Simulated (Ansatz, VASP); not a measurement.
**One calculation of AlN, two programs**

```
Al N
1.0
    -1.65675    2.86957    0.00000
     0.00000    0.00000    4.18746
     4.97025    2.86957    0.00000
Al N
4 4
Direct
  0.53666 0.75000 0.30564
  0.00000 0.75000 0.66667
  0.00000 0.25000 0.33333
  0.50000 0.25000 0.83333
  0.50000 0.25000 0.16667
  0.00000 0.25000 0.66667
  0.00000 0.75000 0.33333
  0.50000 0.75000 0.83333
```

Alike in both runs: task single point; functional PBE; k mesh 8 × 6 × 4; occupations gaussian, width 0.05 eV; no spin polarisation.

```csv
,VASP,Ansatz
version,VASP 6.6.1,Ansatz 0.2.0
potentials or method,"VASP PAW PBE potentials, release 64 (Al, N), cutoff 520 eV","scalar-relativistic, plane waves, PAW"
valence electrons in the cell,32,32
```

VASP gave:

* gap on the k mesh at the Fermi level (eV): 1.87
* least direct gap on the mesh (eV): 1.87
* pressure (GPa): 13.9
* traceless stress, the component that is largest in VASP (GPa): 19.95
* rms of the force components (eV/Å): 3.008

Question: What did Ansatz give for the same quantities?

Answer: gap on the k mesh at the Fermi level (eV): 1.87; least direct gap on the mesh (eV): 1.87; pressure (GPa): 13.9; traceless stress, the component that is largest in VASP (GPa): 19.78; rms of the force components (eV/Å): 2.996.

Atom by atom the forces differ by 0.014 eV/Å (rms over components).
